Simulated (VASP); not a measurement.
Write the native input for VASP 6.6.1 that does the following.

```
Task                   : single point
Functional             : PBE
Potentials or basis    : VASP PAW PBE potentials, release 64 (W_sv, C_h)
Cutoff                 : 910 eV
k mesh                 : 9 × 9 × 8
Occupations            : fermi-dirac, width 0.05 eV
Spin                   : no spin polarisation
Dipole correction      : no
Second run             : hard_potentials
Further INCAR settings : ALGO = Normal; EDIFF = 1e-06; NBANDS = 16
```

The structure of WC (Qusongite) lies in POSCAR:

```
WC
1.0
    2.9646300000      0.0000000000      0.0000000000
   -1.4823150000      2.5674448928      0.0000000000
    0.0000000000      0.0000000000      2.8366000000
W C
1 1
Direct
    0.0000000000      0.0000000000      0.0000000000
    0.6666666667      0.3333333333      0.5000000000
```

These files were run (other wordings do the same):

INCAR

```
SYSTEM = WC
ALGO = Normal
EDIFF = 1E-6
ENCUT = 910
GGA = PE
GGA_COMPAT = .FALSE.
ISIF = 2
ISMEAR = -1
LASPH = .TRUE.
LCHARG = .TRUE.
LELF = .TRUE.
LREAL = .FALSE.
LVHAR = .TRUE.
LWAVE = .FALSE.
NBANDS = 16
NELM = 120
PREC = Accurate
SIGMA = 0.05
```

KPOINTS

```
k-points
0
G
  9 9 8
  0 0 0
```

Potentials or basis: VASP PAW PBE potentials, release 64 (W_sv, C_h).

Launch:

```sh
$ cat potpaw_PBE.64/W_sv/POTCAR potpaw_PBE.64/C_h/POTCAR > POTCAR
$ mpirun -np 1 vasp_std > vasp.out
```

Results of the run:

```yaml
Pressure: -7.6 GPa
Band_gap_on_the_k_mesh: zero (band 9 reaches 11.63 eV, above the bottom of band 10 at 10.32 eV)
```

Caveat: the cutoff is under 1.25 times the usual one of these potentials, so pressure, stress and relaxed cells hold a basis-set (Pulay) error; spin-orbit coupling is left out, which moves the levels of the heavy elements.

Run time: 26 s on 1 thread of Intel(R) Xeon(R) Platinum 8488C (Sapphire Rapids) (shared host), peak memory 0.2 GiB.
